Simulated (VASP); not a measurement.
Runs of VASP 6.6.1 on RbAuBr3. Symmetry: Pm-3m, No. 221, cubic system. Conventional cell: a = 5.437 Å, b = 5.437 Å, c = 5.437 Å, α = 90.00°, β = 90.00°, γ = 90.00°. Rb (site symmetry m-3m) has 12 Br at 3.84 Å and 8 Au at 4.71 Å within 5.0 Å. Within 3.6 Å of Au (site symmetry m-3m) lie 6 Br at 2.72 Å. Within 3.6 Å of Br (site symmetry 4/mmm) lie 2 Au at 2.72 Å. 

| k mesh | gap on the mesh (eV) | pressure (GPa) |
| --- | --- | --- |
| 3 × 3 × 3 | none | -3.3 |
| 4 × 4 × 4 | none | (a) |
| 5 × 5 × 5 | none | -3.9 |
| 2 × 2 × 2 | none | -5.0 |

Alike in all rows: task single point; level LDA; potentials or basis VASP PAW LDA potentials, release 64 (Rb_sv, Au, Br); no spin polarisation; cell as given; cutoff (eV) 520; smearing gaussian 0.1 eV.

Task: Fill in the values left out.

Result: (a) -3.6.

Caveats: some runs use coarse meshes; spin-orbit coupling is left out, which moves the levels of the heavy elements; an odd number of electrons without spin polarisation forces a metal; a magnetic or distorted state may lie lower; the cell stands under tension (at least some runs).

A k mesh can miss the band edges, and the runs leave out spin-orbit coupling on Au, Br, Rb.

A gap of «none» marks levels without a gap at the run's occupations.
